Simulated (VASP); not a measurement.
# C (R-3m) in VASP: further runs, part 2 of 2

VASP 6.6.1. The steps go on from the part before.

**3. Single point, PBE (epitaxial 111 strain -2.0%)**

Input file INCAR:

```
PREC     = Accurate       # precision mode
ENCUT    = 520            # plane-wave cutoff, eV
EDIFF    = 1E-7           # SCF threshold, eV
ISMEAR   = -1             # smearing method
SIGMA    = 0.02           # smearing width, eV
LREAL    = F              # projectors in reciprocal space
LASPH    = T              # aspherical terms in the spheres
NELM     = 60             # most SCF steps
ALGO     = Normal         # electronic algorithm
ISIF     = 2              # what is computed and relaxed
LWAVE    = F              # write WAVECAR
LCHARG   = F              # write CHGCAR
GGA      = PE             # functional
NBANDS   = 11             # bands
```

Input file KPOINTS:

```
regular mesh
0
Gamma
  12 12 12
```

Input file POSCAR:

```
C
1.0
    0.0261361777      1.7706578374      1.7706578374
    1.7706578374      0.0261361777      1.7706578374
    1.7706578374      1.7706578374      0.0261361777
C
2
Direct
    0.0001661688      0.0001661688      0.0001661688
    0.2498338312      0.2498338312      0.2498338312
```

Potentials or basis: VASP PAW PBE potentials, release 64 (C).

Launch:

```console
cat potpaw_PBE.64/C/POTCAR > POTCAR
mpirun -np 1 vasp_std > vasp.out
```

OUTCAR:

```text
PREC = Accurate
   ENCUT = 520
   EDIFF = 1E-7
   ISMEAR = -1
   LREAL = F
   LASPH = T
   NELM = 60
   ISIF = 2
   GGA = PE

 ion  position               nearest neighbor table
   1  0.000  0.000  0.000-   2 1.52   2 1.52   2 1.52   2 1.54
   2  0.250  0.250  0.250-   1 1.52   1 1.52   1 1.52   1 1.54

  LATTYP: Found a trigonal (rhomboedric) cell.
 ALAT       =     2.5042247212
 COS(alpha) =     0.5147046445

  Lattice vectors:

 A1 = (   0.0261361777,   1.7706578374,   1.7706578374)
 A2 = (   1.7706578374,   0.0261361777,   1.7706578374)
 A3 = (   1.7706578374,   1.7706578374,   0.0261361777)

Analysis of symmetry for initial positions (statically):
=====================================================================
 Subroutine PRICEL returns:
 Original cell was already a primitive cell.

 Routine SETGRP: Setting up the symmetry group for a
 trigonal (rhombohedral) supercell.

 Subroutine GETGRP returns: Found 12 space group operations
 (whereof  6 operations were pure point group operations)
 out of a pool of 12 trial point group operations.

The static configuration has the point symmetry C_3v.
 The point group associated with its full space group is D_3d.

Analysis of symmetry for dynamics (positions and initial velocities):
=====================================================================
 Subroutine PRICEL returns:
 Original cell was already a primitive cell.

 Routine SETGRP: Setting up the symmetry group for a
 trigonal (rhombohedral) supercell.

 Subroutine GETGRP returns: Found 12 space group operations
 (whereof  6 operations were pure point group operations)
 out of a pool of 12 trial point group operations.

The dynamic configuration has the point symmetry C_3v.
 The point group associated with its full space group is D_3d.

 Subroutine INISYM returns: Found 12 space group operations
 (whereof  6 operations are pure point group operations),
 and found     1 'primitive' translations
[... 113 lines left out ...]
   IMIX   =      4    mixing-type and parameters
     AMIX     =   0.40;   BMIX     =  1.00
     AMIX_MAG =   1.60;   BMIX_MAG =  1.00
  volume/ion in A,a.u.               =       5.43        36.63
  Fermi-wavevector in a.u.,A,eV,Ry     =   1.478658  2.794259 29.748198  2.186431
  Thomas-Fermi vector in A             =   2.592912
   LORBIT       =      0    0 simple, 1 ext, 2 COOP (PROOUT), +10 PAW based schemes
   GGA     = PE    functional components
   LHFCALC =     F    Hartree Fock is set to
   AEXX    =    0.0000 exact exchange contribution
   IVDW    =     0    specifies the selected vdW correction
   LEPSILON=     F    determine dielectric tensor
   LRPA    =     F    only Hartree local field effects (RPA)
 non-spin polarized calculation
  energy-cutoff  :      520.00
  volume of cell :       10.86
 maximum number of plane-waves:       305
   NGX =  9   NGY =  9   NGZ =  9

 number of electron       7.9999999 magnetization

 Free energy of the ion-electron system (eV)
  ---------------------------------------------------
  ext. energy  EPLUGINS =         0.00000000
  ---------------------------------------------------
  free energy    TOTEN  =       -18.13226819 eV

  energy without entropy =      -18.13226819  energy(sigma->0) =      -18.13226819

 E-fermi :  10.8052     XC(G=0): -13.4722

 val. band max:       10.4035240793   @ k =   0.0000   0.0000   0.0000
 cond. band min:      14.6138086951   @ k =   0.3333   0.3333   0.0000
 fundamental gap:      4.2102846159
 Fermi energy:        10.8052152719

 k-point     1 :       0.0000    0.0000    0.0000
  band No.  band energies     occupation
      1     -11.7027      2.00000
      2      10.3122      2.00000
      3      10.4035      2.00000
      4      10.4035      2.00000
      5      15.6239      0.00000
      6      16.3046      0.00000
      7      16.3046      0.00000
      8      24.7680      0.00000
      9      30.2538      0.00000
     10      37.4064      0.00000
     11      37.4064      0.00000
[... 309 lines left out ...]
 k-point    24 :      -0.4167    0.1667    0.0000
  band No.  band energies     occupation
      1      -5.1536      2.00000
      2      -2.6050      2.00000
      3       4.6807      2.00000
      4       6.5500      2.00000
      5      17.9188      0.00000
      6      20.7197      0.00000
      7      22.1345      0.00000
      8      26.4890      0.00000
      9      30.3952      0.00000
     10      34.8593      0.00000
     11      35.8767      0.00000

 [... further k-points ...]
[... 5 lines left out ...]
  --------------------------------------------------------------------------------------
  -------------------------------------------------------------------------------------
  Total        1.6115384      1.6115384      1.6115384     -0.6242855     -0.6242855     -0.6242855
  in kB      237.8156243    237.8156243    237.8156243    -92.1261659    -92.1261659    -92.1261659
  external PRESSURE =     237.8156243 kB  Pullay stress =       0.0000000 kB

 VOLUME and BASIS-vectors are now :
 -----------------------------------------------------------------------------
  energy-cutoff  :      520.00
  volume of cell :       10.86
      direct lattice vectors                 reciprocal lattice vectors
     0.026136178  1.770657837  1.770657837    -0.288711316  0.284511719  0.284511719
     1.770657837  0.026136178  1.770657837     0.284511719 -0.288711316  0.284511719
     1.770657837  1.770657837  0.026136178     0.284511719  0.284511719 -0.288711316

 POSITION                                       TOTAL-FORCE (eV/Angst)
 -----------------------------------------------------------------------------------
      0.00059      0.00059      0.00059         0.021602      0.021602      0.021602
      0.89127      0.89127      0.89127        -0.021602     -0.021602     -0.021602
 -----------------------------------------------------------------------------------
    total drift:                               -0.000000     -0.000000     -0.000000

  FREE ENERGIE OF THE ION-ELECTRON SYSTEM (eV)
  ---------------------------------------------------
  free  energy   TOTEN  =       -18.1322681865 eV

  energy  without entropy=      -18.1322681865  energy(sigma->0) =      -18.13226819
```

OSZICAR:

```text
N       E                     dE             d eps       ncg     rms          rms(c)
DAV:   1     0.564896778247E+00    0.56490E+00   -0.49056E+03  4321   0.724E+02
DAV:   2    -0.184957096118E+02   -0.19061E+02   -0.18488E+02  5366   0.125E+02
DAV:   3    -0.188609117775E+02   -0.36520E+00   -0.36410E+00  4909   0.132E+01
DAV:   4    -0.188615056383E+02   -0.59386E-03   -0.59385E-03  4452   0.648E-01
DAV:   5    -0.188615062724E+02   -0.63413E-06   -0.63411E-06  4757   0.202E-02    0.589E+00
DAV:   6    -0.183141699470E+02    0.54734E+00   -0.28636E-01  4236   0.381E+00    0.352E+00
DAV:   7    -0.181302799936E+02    0.18389E+00   -0.34614E-01  4524   0.424E+00    0.832E-01
DAV:   8    -0.181322105067E+02   -0.19305E-02   -0.94683E-03  4407   0.738E-01    0.449E-02
DAV:   9    -0.181322468398E+02   -0.36333E-04   -0.61185E-05  5019   0.633E-02    0.255E-02
DAV:  10    -0.181322680969E+02   -0.21257E-04   -0.14896E-05  4482   0.345E-02    0.548E-03
DAV:  11    -0.181322682024E+02   -0.10553E-06   -0.36339E-07  5129   0.557E-03    0.853E-04
DAV:  12    -0.181322681865E+02    0.15951E-07   -0.12137E-08  2490   0.104E-03
   1 F= -.18132268E+02 E0= -.18132268E+02  d E =-.186051E-11
```

stdout:

```text
POSCAR found type information on POSCAR C
 POSCAR found :  1 types and       2 ions
 scaLAPACK will be used
 LDA part: xc-table for (Slater+PW92), standard interpolation
 POSCAR, INCAR and KPOINTS ok, starting setup
 FFT: planning ... GRIDC
 FFT: planning ... GRID_SOFT
 FFT: planning ... GRID
 WAVECAR not read
 entering main loop
```

Wall time 16 s (1 thread of Intel Xeon 6975P-C, shared host); peak memory 0.13 GiB.

Results:

* Free energy: -18.1323 eV
* Pressure: 23.8 GPa
* Largest force: 0.037 eV/Å
* Band gap on the k mesh: 4.21 eV, indirect (least direct gap 5.22 eV)

Forces on the atoms (eV/Å):
```
C    0.022  0.022  0.022
C   -0.022 -0.022 -0.022
```

Levels at points of the mesh, in eV from the valence-band top:
| k point | band 2 | band 3 | band 4 | band 5 | band 6 | band 7 |
| --- | --- | --- | --- | --- | --- | --- |
| (0.00, 0.00, 0.00) | -0.09 | 0.00 | 0.00 | 5.22 | 5.90 | 5.90 |
| (0.50, 0.00, 0.00) | -13.90 | -3.02 | -3.00 | 8.27 | 8.78 | 9.34 |
| (0.50, 0.50, 0.00) | -13.03 | -6.75 | -6.43 | 4.52 | 5.13 | 17.42 |
| (0.50, 0.50, 0.50) | -13.89 | -2.73 | -2.73 | 8.76 | 8.76 | 9.95 |

Caveat: the cell differs from its parent crystal (epitaxial 111 strain -2.0%).

**4. Single point, PBE (epitaxial 111 strain -1.0%)**

Input file INCAR:

```
PREC     = Accurate       # precision mode
ENCUT    = 520            # plane-wave cutoff, eV
EDIFF    = 1E-6           # SCF threshold, eV
ISMEAR   = -1             # smearing method
SIGMA    = 0.02           # smearing width, eV
LREAL    = False          # projectors in reciprocal space
LASPH    = True           # aspherical terms in the spheres
NELM     = 100            # most SCF steps
ALGO     = Normal         # electronic algorithm
ISIF     = 2              # what is computed and relaxed
LWAVE    = False          # write WAVECAR
LCHARG   = True           # write CHGCAR
GGA      = PE             # functional
LELF     = True           # ELF
LVHAR    = True         
NBANDS   = 11             # bands
```

KPOINTS is that of step 3.

Input file POSCAR:

```
C
1.0
    0.0130558426      1.7753787438      1.7753787438
    1.7753787438      0.0130558426      1.7753787438
    1.7753787438      1.7753787438      0.0130558426
C
2
Direct
    0.0000703803      0.0000703803      0.0000703803
    0.2499296197      0.2499296197      0.2499296197
```

Launch:

```console
cat potpaw_PBE.64/C/POTCAR > POTCAR
mpirun -np 1 vasp_std > vasp.out
```

It took 18 s on 1 thread of Intel Xeon 6975P-C, shared host; peak memory 0.13 GiB.

The run converged. Its results:

- Free energy: -18.1677 eV
- Pressure: 13.9 GPa
- Largest force: 0.018 eV/Å
- Band gap on the k mesh: 4.19 eV, indirect (least direct gap 5.42 eV)

Forces in eV/Å, atoms in the order of the input:
```
C    0.010  0.010  0.010
C   -0.010 -0.010 -0.010
```

Stress tensor (GPa, compression positive):
```
13.92 -4.41 -4.41
-4.41 13.92 -4.41
-4.41 -4.41 13.92
```

Levels at points of the mesh, in eV from the valence-band top:
| k point | band 1 | band 2 | band 3 | band 4 | band 5 | band 6 | band 7 | band 8 | band 9 |
| --- | --- | --- | --- | --- | --- | --- | --- | --- | --- |
| (0.00, 0.00, 0.00) | -21.82 | -0.03 | 0.00 | 0.00 | 5.42 | 5.75 | 5.75 | 13.90 | 19.60 |
| (0.50, 0.00, 0.00) | -15.85 | -13.66 | -2.92 | -2.90 | 8.39 | 8.64 | 9.12 | 15.90 | 22.23 |
| (0.50, 0.50, 0.00) | -12.99 | -12.91 | -6.54 | -6.38 | 4.65 | 4.95 | 17.16 | 17.17 | 23.63 |
| (0.50, 0.50, 0.50) | -16.06 | -13.65 | -2.77 | -2.77 | 8.62 | 8.62 | 9.43 | 15.94 | 22.22 |

Caveat: the cell differs from its parent crystal (epitaxial 111 strain -1.0%). A k mesh can miss the band edges.

**5. Single point, PBE (epitaxial 111 strain +1.0%)**

Input file INCAR:

```
  PREC = Accurate
  ENCUT = 520
  EDIFF = 1E-6
  ISMEAR = -1
  SIGMA = 0.02
  LREAL = F
  LASPH = T
  NELM = 60
  ALGO = Normal
  ISIF = 2
  LWAVE = F
  LCHARG = F
  GGA = PE
  NBANDS = 11
```

KPOINTS is that of step 4.

Input file POSCAR:

```
C
1.0
   -0.0129763838      1.7849490001      1.7849490001
    1.7849490001     -0.0129763838      1.7849490001
    1.7849490001      1.7849490001     -0.0129763838
C
2
Direct
   -0.0000464490     -0.0000464490     -0.0000464490
    0.2500464490      0.2500464490      0.2500464490
```

Launch:

```console
cat potpaw_PBE.64/C/POTCAR > POTCAR
mpirun -np 1 vasp_std > vasp.out
```

Wall time 18 s (1 thread of AMD EPYC 9R45 (Zen 5), shared host); peak memory 0.1 GiB.

Results (log left out):

```
Free energy            : -18.1819 eV
Pressure               : -3.3 GPa
Largest force          : 0.017 eV/Å
Band gap on the k mesh : 4.11 eV, indirect (least direct gap 5.44 eV)
```

Forces on the atoms (eV/Å):
```
C   -0.010 -0.010 -0.010
C    0.010  0.010  0.010
```

Stress tensor (GPa, compression positive):
```
-3.32  4.01  4.01
 4.01 -3.32  4.01
 4.01  4.01 -3.32
```

Levels at points of the mesh, in eV from the valence-band top:
| k point | band 1 | band 2 | band 3 | band 4 | band 5 | band 6 | band 7 | band 8 |
| --- | --- | --- | --- | --- | --- | --- | --- | --- |
| (0.00, 0.00, 0.00) | -21.30 | -0.01 | -0.01 | 0.00 | 5.44 | 5.44 | 5.75 | 13.03 |
| (0.50, 0.00, 0.00) | -15.66 | -13.23 | -2.75 | -2.73 | 8.31 | 8.45 | 8.82 | 15.57 |
| (0.50, 0.50, 0.00) | -12.72 | -12.64 | -6.30 | -6.15 | 4.58 | 4.87 | 16.58 | 16.60 |
| (0.50, 0.50, 0.50) | -15.45 | -13.24 | -2.87 | -2.87 | 8.33 | 8.33 | 8.41 | 15.54 |

Caveat: the cell differs from its parent crystal (epitaxial 111 strain +1.0%). A k mesh can miss the band edges.

**6. Single point, PBE (epitaxial 111 strain +2.0%)**

Input file INCAR:

```
SYSTEM = C
  PREC = Accurate
  ENCUT = 520
  EDIFF = 1E-6
  ISMEAR = -1
  SIGMA = 0.02
  LREAL = .False.
  LASPH = .True.
  NELM = 60
  ALGO = Normal
  ISIF = 2
  LWAVE = .False.
  LCHARG = .False.
  GGA = PE
  NBANDS = 11
```

Input file KPOINTS:

```
regular mesh
0
Gamma
  12 12 12
  0 0 0
```

Input file POSCAR:

```
C
1.0
   -0.0259201011      1.7898065243      1.7898065243
    1.7898065243     -0.0259201011      1.7898065243
    1.7898065243      1.7898065243     -0.0259201011
C
2
Direct
   -0.0000708741     -0.0000708741     -0.0000708741
    0.2500708741      0.2500708741      0.2500708741
```

Potentials or basis: VASP PAW PBE potentials, release 64 (C).

Launch:

```console
cat potpaw_PBE.64/C/POTCAR > POTCAR
mpirun -np 1 vasp_std > vasp.out
```

Wall time 19 s (1 thread of AMD EPYC 9R45 (Zen 5), shared host); peak memory 0.1 GiB.

Results (log left out):

* Free energy: -18.1633 eV
* Pressure: -10.8 GPa
* Largest force: 0.032 eV/Å
* Band gap on the k mesh: 4.07 eV, indirect (least direct gap 5.29 eV)

Forces in eV/Å, atoms in the order of the input:
```
C   -0.019 -0.019 -0.019
C    0.019  0.019  0.019
```

Stress tensor (GPa, compression positive):
```
-10.80   7.67   7.67
  7.67 -10.80   7.67
  7.67   7.67 -10.80
```

Levels at points of the mesh, in eV from the valence-band top:
| k point | band 2 | band 3 | band 4 | band 5 | band 6 | band 7 |
| --- | --- | --- | --- | --- | --- | --- |
| (0.00, 0.00, 0.00) | -0.01 | -0.01 | 0.00 | 5.29 | 5.29 | 5.88 |
| (0.50, 0.00, 0.00) | -13.02 | -2.68 | -2.62 | 8.15 | 8.28 | 8.87 |
| (0.50, 0.50, 0.00) | -12.46 | -6.25 | -5.96 | 4.41 | 4.97 | 16.27 |
| (0.50, 0.50, 0.50) | -13.04 | -2.91 | -2.91 | 7.94 | 8.20 | 8.20 |

Caveat: the cell differs from its parent crystal (epitaxial 111 strain +2.0%).

**7. The runs side by side**

```tsv
cell	gap on the mesh (eV)	pressure (GPa)	largest force (eV/Å)
a = 2.498 Å, angles 58.5°, 2 atoms	4.19	34.5	0.06
a = 2.504 Å, angles 59.0°, 2 atoms	4.21	23.8	0.04
a = 2.511 Å, angles 59.5°, 2 atoms	4.19	13.9	0.02
a = 2.524 Å, angles 60.5°, 2 atoms	4.11	-3.3	0.02
a = 2.531 Å, angles 61.0°, 2 atoms	4.07	-10.8	0.03
```

Alike in all rows: task single point; level PBE; potentials or basis VASP PAW PBE potentials, release 64 (C); no spin polarisation; k mesh 12 × 12 × 12; cutoff (eV) 520; smearing fermi-dirac 0.02 eV.

Total energies depend on the potentials used, so only differences within one code and one set of settings carry meaning.
